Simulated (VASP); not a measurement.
**Fe: single point with LDA**

The system is Fe.

```
Fe
1.0
     0.00000    1.66394    1.66394
     1.66394    0.00000    1.66394
     1.66394    1.66394    0.00000
Fe
1
Cartesian
  0.0000 0.0000 0.0000
```

This cell differs from its parent crystal: volume scaled by 0.96.

```yaml
Program: VASP 6.6.1
Task: single point
Functional: LDA
Potentials_or_basis: VASP PAW LDA potentials, release 64 (Fe)
Cutoff: 520 eV
k_mesh: 18 × 18 × 18
Occupations: fermi-dirac, width 0.05 eV
Spin: collinear spin, ferromagnetic start
Starting_moments: "[2.5] μB"
Dipole_correction: no
Further_INCAR_settings: ALGO = Normal; EDIFF = 1e-07; NBANDS = 14
```

| Item | Value |
| --- | --- |
| Pressure | 15.2 GPa |
| Band gap on the k mesh | zero (filled and empty bands overlap) |
| Net moment | 0.00 μB per cell |
| Valence electrons inside the program's atomic spheres | Fe 7.79 |

Levels at points of the mesh, in eV from the Fermi level:
Spin up:
```csv
k point,band 1,band 2,band 3,band 4,band 5,band 6,band 7,band 8
"(0.00, 0.00, 0.00)",-9.36,-1.90,-1.90,-1.90,-0.06,-0.06,24.29,30.47
"(0.50, 0.00, 0.00)",-5.47,-2.01,-2.01,0.31,1.19,1.19,9.49,22.82
"(0.50, 0.50, 0.00)",-5.69,-4.88,1.16,1.52,1.52,3.65,13.06,17.44
```
Spin down:
| k point | band 2 | band 3 | band 4 | band 5 | band 6 | band 7 |
| --- | --- | --- | --- | --- | --- | --- |
| (0.00, 0.00, 0.00) | -1.90 | -1.90 | -1.90 | -0.06 | -0.06 | 24.29 |
| (0.50, 0.00, 0.00) | -2.01 | -2.01 | 0.31 | 1.19 | 1.19 | 9.49 |
| (0.50, 0.50, 0.00) | -4.88 | 1.16 | 1.52 | 1.52 | 3.65 | 13.06 |

It took 32 s on 1 thread of Intel(R) Xeon(R) 6975P-C (Granite Rapids), on a shared host, peak memory 0.15 GiB.

Caveat: the starting moments collapsed, and a magnetic state may lie lower.
